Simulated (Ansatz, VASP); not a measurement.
# One calculation of AgBr, two programs

Contents of INCAR:

```
SYSTEM = AgBr
PREC = Accurate ; ENCUT = 500
EDIFF = 1E-6 ; ISMEAR = -1
SIGMA = 0.02 ; LREAL = .FALSE.
LASPH = .TRUE. ; NELM = 120
ALGO = Normal ; ISIF = 2
LWAVE = .FALSE. ; LCHARG = .FALSE.
GGA = PS ; NBANDS = 16
GGA_COMPAT = .FALSE.
```

Contents of KPOINTS:

```
regular mesh
0
G
  7 7 7
  0 0 0
```

The input POSCAR:

```
AgBr
1.0
    0.0000000000      2.8956382764      2.8956382764
    2.8956382764      0.0000000000      2.8956382764
    2.8956382764      2.8956382764      0.0000000000
Ag Br
1 1
Direct
    0.5000000000      0.5000000000      0.5000000000
    0.0000000000      0.0000000000      0.0000000000
```

Input for Ansatz:

```yaml
crystal:
  lattice:
    - [0.0, 2.8956382764, 2.8956382764]
    - [2.8956382764, 0.0, 2.8956382764]
    - [2.8956382764, 2.8956382764, 0.0]
  atoms:
    - { symbol: Ag, position: [0.5, 0.5, 0.5] }
    - { symbol: Br, position: [0.0, 0.0, 0.0] }
kpoints:
  mp_grid: { grid: [7, 7, 7] }
  band_path:
    path:
      - [0.0, 0.0, 0.0]
      - [0.5, 0.0, 0.5]
      - [0.625, 0.25, 0.625]
      - [0.375, 0.375, 0.75]
      - [0.0, 0.0, 0.0]
      - [0.5, 0.5, 0.5]
      - [0.5, 0.25, 0.75]
      - [0.5, 0.0, 0.5]
    npoints: 5
scf:
  occupations: { method: fermi_dirac, width: 0.02 }
hamiltonian:
  xc: pbesol
  pseudopotentials: { kind: all_electron, lapw: { basis_error: 0.0005 } }
output:
  forces: true
  stress: true
  eigenvalues: true
```

Change from the starting cell: volume scaled by 1.01.

Alike in both runs: task single point; functional PBEsol; k mesh 7 × 7 × 7; occupations fermi-dirac, width 0.02 eV; no spin polarisation.

```csv
,VASP,Ansatz
version,VASP 6.6.1,Ansatz 0.2.0
potentials or method,"VASP PAW PBE potentials, release 64 (Ag, Br), cutoff 500 eV","all-electron LAPW, scalar-relativistic"
```

```tsv
	VASP	Ansatz	Ansatz less VASP
pressure (GPa)	-2.7	-2.7	+0.03
```

VASP's potentials were made for PBE, not for PBEsol. Ansatz ran all-electron here, and VASP with PAW potentials.
